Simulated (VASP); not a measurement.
# BiN3: relaxation of cell and atoms with r2SCAN

BiN3:

```
Bi N
1.0
     0.00000    2.78582    2.78582
     2.78582    0.00000    2.78582
     2.78582    2.78582    0.00000
Bi N
1 3
Direct
  0.00000 0.00000 0.00000
  0.50000 0.50000 0.50000
  0.25000 0.25000 0.25000
  0.75000 0.75000 0.75000
```

| Item | Value |
| --- | --- |
| Program | VASP 6.6.1 |
| Task | relaxation of cell and atoms |
| Functional | r2SCAN |
| Potentials or basis | VASP PAW PBE potentials, release 64 (Bi_d, N) |
| Cutoff | 660 eV |
| k mesh | 6 × 6 × 6 |
| Occupations | fermi-dirac, width 0.1 eV |
| Spin | no spin polarisation |
| Dipole correction | no |
| Further INCAR settings | ALGO = Normal; EDIFF = 1e-07; IBRION = 2; EDIFFG = -0.01; NSW = 60; ISIF = 3 |

The relaxed volume is 11.21 Å³/atom, the relaxed cell is a = 3.987 Å, b = 3.987 Å, c = 3.987 Å, α = 60.00°, β = 60.00°, γ = 60.00° and the space group after relaxing (to 0.05 Å) is Fm-3m (No. 225). The energy gained by relaxing is 6.7 meV/atom. The ionic steps are 3 and the pressure after relaxing is 0.0 GPa. The band gap on the k mesh is zero (band 15 reaches 8.25 eV, above the bottom of band 16 at 6.55 eV).

The path:
| step | energy change (eV) | largest force (eV/Å) | pressure (GPa) | volume (Å³) |
| --- | --- | --- | --- | --- |
| 1 | 0.0000 | 0.0000 | 5.63 | 43.24 |
| 2 | -0.0201 | 0.0000 | -2.58 | 45.66 |
| 3 | -0.0270 | 0.0000 | -0.01 | 44.82 |

Final structure:
```
Bi N
1.0
     0.00000    2.81942    2.81942
     2.81942    0.00000    2.81942
     2.81942    2.81942    0.00000
Bi N
1 3
Direct
  0.00000 0.00000 0.00000
  0.50000 0.50000 0.50000
  0.25000 0.25000 0.25000
  0.75000 0.75000 0.75000
```

Levels at points of the mesh, in eV from the Fermi level:
| k point | band 11 | band 12 | band 13 | band 14 | band 15 | band 16 | band 17 | band 18 | band 19 |
| --- | --- | --- | --- | --- | --- | --- | --- | --- | --- |
| (0.00, 0.00, 0.00) | -2.73 | -2.73 | -2.67 | -2.67 | -2.67 | -1.24 | -1.24 | -1.24 | 7.17 |
| (0.50, 0.00, 0.00) | -3.70 | -3.53 | -3.53 | -2.01 | -0.44 | 1.04 | 1.04 | 1.87 | 6.48 |
| (0.50, 0.50, 0.00) | -6.49 | -1.19 | -0.04 | -0.04 | 0.10 | 0.86 | 0.86 | 0.93 | 6.86 |

It took 6.5 min on 1 thread of Intel(R) Xeon(R) Platinum 8259CL CPU @ 2.50GHz (Skylake/Cascade Lake), with other jobs on the host, peak memory 0.23 GiB.

Caveat: the PAW data sets were made with another functional, which shifts forces and pressure a little; spin-orbit coupling is left out, which moves the levels of the heavy elements.
